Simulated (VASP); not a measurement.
Set up this calculation in VASP 6.6.1, as the native input.

```yaml
Task: relaxation of the atoms
Functional: PBE
Potentials_or_basis: VASP PAW PBE potentials, release 64 (Pd)
Cutoff: 520 eV
k_mesh: 12 × 12 × 1
Occupations: gaussian, width 0.1 eV
Spin: no spin polarisation
Dipole_correction: yes
Atoms_held_fixed_from_0: "[0, 1]"
Further_INCAR_settings: ALGO = Normal; EDIFF = 1e-06; IBRION = 2; EDIFFG = -0.04; NSW = 60
```

The structure of Pd lies in POSCAR:

```
Pd
1.0
    2.7505039600      0.0000000000      0.0000000000
   -1.3752519800      2.3820063000      0.0000000000
    0.0000000000      0.0000000000     25.9831084861
Pd
5
Selective dynamics
Direct
    0.6666666700      0.3333333300      0.3271356083  F F F
    0.3333333300      0.6666666700      0.4135678041  F F F
    0.0000000000      0.0000000000      0.5000000000  T T T
    0.6666666700      0.3333333300      0.5864321959  T T T
    0.3333333300      0.6666666700      0.6728643917  T T T
```

The input as run:

INCAR

```
SYSTEM = Pd
  PREC = Accurate
  ENCUT = 520
  EDIFF = 1E-6
  ISMEAR = 0
  SIGMA = 0.1
  LREAL = .False.
  LASPH = .True.
  NELM = 80
  ALGO = Normal
  ISIF = 2
  LWAVE = .False.
  LCHARG = .False.
  LDIPOL = .True.
  IDIPOL = 3
  DIPOL = 0.5 0.5 0.500
  GGA = PE
  IBRION = 2
  NSW = 60
  EDIFFG = -0.04
```

KPOINTS

```
regular mesh
0
Gamma
  12 12 1
  0 0 0
```

Potentials or basis: VASP PAW PBE potentials, release 64 (Pd).

Command:

```sh
$ cat potpaw_PBE.64/Pd/POTCAR > POTCAR
$ mpirun -np 1 vasp_std > vasp.out
```

It gave:

The energy gained by relaxing is 3.8 meV/atom and the ionic steps are 7. The band gap on the k mesh is zero (bands 25 and 26 overlap by 0.98 eV).

Wall time 10 min on 1 thread of Intel(R) Xeon(R) Platinum 8259CL CPU @ 2.50GHz (Skylake/Cascade Lake), with other jobs on the host, peak memory 0.31 GiB.
